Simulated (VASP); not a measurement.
## CuAu: single point with PBEsol

Crystal: CuAu.

```xyz
2
Lattice="1.4526 0.8387 4.2844 -1.4526 0.8387 4.2844 0.0000 -1.6773 4.2844" Properties=species:S:1:pos:R:3 pbc="T T T"
Au    0.0000    0.0000    0.0000
Cu    0.0000    0.0000    6.4265
```

```yaml
Program: VASP 6.6.1
Task: single point
Functional: PBEsol
Potentials_or_basis: VASP PAW PBE potentials, release 64 (Au, Cu)
Cutoff: 520 eV
k_mesh: 11 × 11 × 11
Occupations: fermi-dirac, width 0.05 eV
Spin: no spin polarisation
```

| Item | Value |
| --- | --- |
| Pressure | -10.3 GPa |
| Band gap on the k mesh | zero (band 11 reaches 9.61 eV, above the bottom of band 12 at 5.50 eV) |

Stress tensor (GPa, compression positive):
```
-10.69   0.00   0.00
  0.00 -10.69   0.00
  0.00   0.00  -9.42
```

Levels at points of the mesh, in eV from the Fermi level:
```tsv
k point	band 7	band 8	band 9	band 10	band 11	band 12	band 13	band 14	band 15	band 16
(0.00, 0.00, 0.00)	-2.63	-2.13	-2.13	-1.54	-1.54	-0.05	4.45	14.52	15.77	15.77
```

Wall time 81 s on 1 thread of Intel(R) Xeon(R) 6975P-C (Granite Rapids), on a shared host, peak memory 0.26 GiB.

Caveat: the PAW data sets were made with another functional, which shifts forces and pressure a little; spin-orbit coupling is left out, which moves the levels of the heavy elements.
